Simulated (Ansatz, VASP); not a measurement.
SiC: VASP beside Ansatz

Contents of INCAR:

```
SYSTEM = SiC
PREC     = Accurate       ! precision mode
ENCUT    = 600            ! plane-wave cutoff, eV
EDIFF    = 1E-6           ! SCF threshold, eV
ISMEAR   = 0              ! smearing method
SIGMA    = 0.01           ! smearing width, eV
LREAL    = .False.        ! projectors in reciprocal space
LASPH    = .True.         ! aspherical terms in the spheres
NELM     = 60             ! most SCF steps
ALGO     = Normal         ! electronic algorithm
ISIF     = 3              ! what is computed and relaxed
LWAVE    = .False.        ! write WAVECAR
LCHARG   = .False.        ! write CHGCAR
GGA      = PE             ! functional
IBRION   = 2              ! ionic algorithm
NSW      = 80             ! ionic steps
EDIFFG   = -0.002         ! ionic threshold
```

File KPOINTS:

```
Automatic mesh
0
Gamma
  10 10 10
  0 0 0
```

File POSCAR:

```
SiC
1.0
    0.0000000000      2.1800000000      2.1800000000
    2.1800000000      0.0000000000      2.1800000000
    2.1800000000      2.1800000000      0.0000000000
Si C
1 1
Direct
    0.0000000000      0.0000000000      0.0000000000
    0.2500000000      0.2500000000      0.2500000000
```

Input for Ansatz:

```yaml
crystal:
  lattice:
    - [0.0, 2.18, 2.18]
    - [2.18, 0.0, 2.18]
    - [2.18, 2.18, 0.0]
  atoms:
    - { symbol: Si, position: [0.0, 0.0, 0.0] }
    - { symbol: C, position: [0.25, 0.25, 0.25] }
scf:
  occupations: { method: fixed }
output:
  forces: true
  stress: true
  eigenvalues: true
  write_density: true
  write_potential: true
  elf: true
  volumetric_format: npy
hamiltonian:
  xc: pbe
kpoints:
  mp_grid: { grid: [10, 10, 10] }
basis:
  ecutwfc: 560
relax:
  f_tol: 0.002
  max_steps: 60
  cell: { stress_tol: 0.02 }
```

Alike in both runs: task relaxation of cell and atoms; functional PBE; k mesh 10 × 10 × 10; no spin polarisation.

|  | VASP | Ansatz |
| --- | --- | --- |
| version | VASP 6.6.1 | Ansatz 0.2.0 |
| potentials or method | VASP PAW PBE potentials, release 64 (Si, C), cutoff 600 eV | scalar-relativistic, plane waves, PAW |
| occupations | gaussian, width 0.01 eV | fixed |
| valence electrons in the cell | 8 | 8 |

Ansatz gave:

* gap on the k mesh at the Fermi level, each at its own relaxed structure (eV): 1.37
* relaxed volume (Å³/atom): 10.50
* relaxed cell length with the largest relative difference (Å): 3.097

Question: Estimate VASP's values.

Answer: gap on the k mesh at the Fermi level, each at its own relaxed structure (eV): 1.37; relaxed volume (Å³/atom): 10.49; relaxed cell length with the largest relative difference (Å): 3.096.
